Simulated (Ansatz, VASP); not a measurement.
**One calculation of Ge2H, two programs**

The input INCAR:

```
SYSTEM = Ge2H
  PREC = Accurate
  ENCUT = 520
  EDIFF = 1E-7
  ISMEAR = 0
  SIGMA = 0.1
  LREAL = .FALSE.
  LASPH = .TRUE.
  NELM = 150
  ALGO = Normal
  ISIF = 2
  LWAVE = .FALSE.
  LCHARG = .TRUE.
  ISPIN = 2
  MAGMOM = 0 0 1
  LORBIT = 11
  LDIPOL = .TRUE.
  IDIPOL = 3
  DIPOL = 0.5 0.5 0.314
  GGA = PE
  IVDW = 12
  LELF = .TRUE.
  LVHAR = .TRUE.
  LVACPOTAV = .TRUE.
  NBANDS = 26
```

Contents of KPOINTS:

```
Automatic mesh
0
G
  9 9 1
  0 0 0
```

POSCAR

```
Ge2H
1.0
    4.0226895460      0.0000000000      0.0000000000
   -2.0113447730      3.4837513384      0.0000000000
    0.0000000000      0.0000000000     17.6842610184
Ge H
2 1
Direct
    0.3333333333      0.6666666667      0.2648830513
    0.6666666667      0.3333333333      0.2261898304
    1.0000000000      0.0000000000      0.4497932376
```

Input for Ansatz:

```yaml
crystal:
  lattice:
    - [4.022689546, 0.0, 0.0]
    - [-2.011344773, 3.4837513384, 0.0]
    - [0.0, 0.0, 17.6842610184]
  atoms:
    - { symbol: Ge, position: [0.3333333333, 0.6666666667, 0.2648830513] }
    - { symbol: Ge, position: [0.6666666667, 0.3333333333, 0.2261898304] }
    - { symbol: H, position: [1.0, 0.0, 0.4497932376], spin: 1.0 }
basis:
  ecutwfc: 420
kpoints:
  mp_grid: { grid: [9, 9, 1] }
hamiltonian:
  xc: pbe
  pseudopotentials: { kind: paw, azcp: { folder: soft_1 } }
  dispersion: d3bj
scf:
  occupations: { method: gaussian, width: 0.1 }
output:
  forces: true
  eigenvalues: true
  populations: true
magnetization:
  spin_polarized: true
efield:
  axis: 3
  dipole_correction: true
  ramp_width: 0.04
```

Alike in both runs: task single point; functional PBE; dispersion D3(BJ); k mesh 9 × 9 × 1; occupations gaussian, width 0.1 eV; collinear spin.

```csv
,VASP,Ansatz
version,VASP 6.6.1,Ansatz 0.2.0
potentials or method,"VASP PAW PBE potentials, release 64 (Ge_d, H), cutoff 520 eV","scalar-relativistic, plane waves, PAW"
valence electrons in the cell,29,29
```

```csv
,VASP,Ansatz,Ansatz less VASP
gap on the k mesh at the Fermi level (eV),0.02,0.02,0.000
least direct gap on the mesh (eV),0.02,0.02,0.000
rms of the force components (eV/Å),0.019,0.020,+0.0001
net moment per atom (μB),0.33,0.33,0.000
size of the moment on the site where the two differ most (μB),0.38,0.95,+0.575
```

Site moments also hang on the region over which each program counts them. Atom by atom the forces differ by 0.000 eV/Å (rms over components).
